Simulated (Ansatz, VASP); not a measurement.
Two plane-wave programs on Hf2Ge3

```xyz
5
Lattice="4.5601 0.0000 0.0000 -2.2800 3.9491 0.0000 0.0000 0.0000 5.5996" Properties=species:S:1:pos:R:3 pbc="T T T"
Hf    0.0000    2.6328    0.8784
Hf    2.2800    1.3164    4.7212
Ge    0.0000    0.0000    0.0000
Ge    0.0000    2.6328    3.6114
Ge    2.2800    1.3164    1.9883
```

Change from the starting cell: species swapped into the Al3Pd2 type (P-3m1, No. 164).

Alike in both runs: task relaxation of cell and atoms; functional PBE; k mesh 6 × 6 × 4; occupations gaussian, width 0.1 eV; no spin polarisation.

|  | VASP | Ansatz |
| --- | --- | --- |
| version | VASP 6.6.1 | Ansatz 0.2.0 |
| potentials or method | VASP PAW PBE potentials, release 64 (Hf_pv, Ge_d), cutoff 600 eV | scalar-relativistic, plane waves, PAW |
| valence electrons in the cell | 62 | 94 |

```csv
,VASP,Ansatz,Ansatz less VASP
"gap on the k mesh at the Fermi level, each at its own relaxed structure (eV)",none,none,-
relaxed volume (Å³/atom),21.24,21.28,+0.040
relaxed cell length with the largest relative difference (Å),4.691,4.698,+0.0063
```

A gap of «none» marks a metal or a gap that the smearing closes. VASP's potentials hold 62 valence electrons a cell and Ansatz's 94, so a difference there can come from the potentials and not from the codes.

Neither program's run includes spin-orbit coupling.
